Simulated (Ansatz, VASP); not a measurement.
## Two plane-wave programs on Si

```xyz
3
Lattice="1.7935 1.0355 4.3567 -1.7935 1.0355 4.3567 0.0000 -2.0709 4.3567" Properties=species:S:1:pos:R:3 pbc="T T T"
Si    0.0000    0.0000    0.0000
Si    0.0000    0.0000    2.8742
Si    0.0000    0.0000   10.1960
```

Alike in both runs: task relaxation of cell and atoms; functional r2SCAN; k mesh 15 × 15 × 15; occupations gaussian, width 0.1 eV; no spin polarisation.

|  | VASP | Ansatz |
| --- | --- | --- |
| version | VASP 6.6.1 | Ansatz 0.2.0 |
| potentials or method | VASP PAW PBE potentials, release 64 (Si), cutoff 600 eV | scalar-relativistic, plane waves, PAW |
| valence electrons in the cell | 12 | 12 |

```csv
,VASP,Ansatz,Ansatz less VASP
"gap on the k mesh at the Fermi level, each at its own relaxed structure (eV)",none,none,-
relaxed volume (Å³/atom),16.17,16.18,+0.013
relaxed cell length with the largest relative difference (Å),4.827,4.828,+0.0009
```

VASP's potentials were made for PBE, not for r2SCAN. A gap of «none» marks a metal or a gap that the smearing closes.
